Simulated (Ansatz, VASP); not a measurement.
Two plane-wave programs on NiSbO4

```
CELL_PARAMETERS angstrom
3.39026 0.00000 0.00000
0.00000 3.39026 0.00000
0.00000 0.00000 5.87947
ATOMIC_POSITIONS crystal
Ni 0.00000 0.00000 0.00000
Sb 0.50000 0.50000 0.50000
O 0.00000 0.00000 0.71859
O 0.00000 0.00000 0.28141
O 0.50000 0.00000 0.00000
O 0.00000 0.50000 0.00000
```

Change from the starting cell: species swapped into the AlTlF4 type (P4/mmm, No. 123).

Alike in both runs: task single point; functional PBE; k mesh 6 × 6 × 4; occupations gaussian, width 0.1 eV; collinear spin.

|  | VASP | Ansatz |
| --- | --- | --- |
| version | VASP 6.6.1 | Ansatz 0.2.0 |
| potentials or method | VASP PAW PBE potentials, release 64 (Ni, Sb, O), cutoff 520 eV | scalar-relativistic, plane waves, PAW |
| valence electrons in the cell | 39 | 57 |

VASP gave:

| Quantity | Value |
| --- | --- |
| gap on the k mesh at the Fermi level (eV) | none |
| rms of the force components (eV/Å) | 2.535 |
| net moment per atom (μB) | 0.28 |
| size of the moment on the site where the two differ most (μB) | 0.40 |

Question: Which values does Ansatz return?

Answer: gap on the k mesh at the Fermi level (eV): none; rms of the force components (eV/Å): 2.514; net moment per atom (μB): 0.28; size of the moment on the site where the two differ most (μB): 0.43.

Site moments also hang on the region over which each program counts them. Atom by atom the forces differ by 0.021 eV/Å (rms over components). A gap of «none» marks a metal or a gap that the smearing closes. VASP's potentials hold 39 valence electrons a cell and Ansatz's 57, so a difference there can come from the potentials and not from the codes.

Spin-orbit coupling is off throughout.
